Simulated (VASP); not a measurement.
A run of VASP 6.6.1:

Contents of INCAR:

```
SYSTEM = GaP
ALGO = Normal ; EDIFF = 1E-7
ENCUT = 520 ; GGA = PE
ISIF = 2 ; ISMEAR = 0
LASPH = .True. ; LCHARG = .False.
LREAL = .False. ; LWAVE = .False.
NBANDS = 16 ; NELM = 80
PREC = Accurate ; SIGMA = 0.05
```

The input KPOINTS:

```
k-points
0
Gamma
  8 8 8
  0 0 0
```

The input POSCAR:

```
GaP
1.0
    0.0000000000      2.9454873737      2.6564442202
    2.6564442202      0.0000000000      2.6564442202
    2.6564442202      2.9454873737      0.0000000000
Ga P
1 1
Direct
    0.0000000000      0.0000000000      0.0000000000
    0.7500000000      0.7500000000      0.7500000000
```

Potentials or basis: VASP PAW PBE potentials, release 64 (Ga_d, P).

The run is started by

```bash
$ cat potpaw_PBE.64/Ga_d/POTCAR potpaw_PBE.64/P/POTCAR > POTCAR
$ mpirun -np 1 vasp_std > vasp.out
```

Hardware: 1 thread of Intel Xeon 6975P-C, on a shared host.

Estimate the wall time of this run.

Wall time 27 s on 1 thread of Intel Xeon 6975P-C, on a shared host, peak memory 0.19 GiB. Counts: scf iterations 14, k points 59.
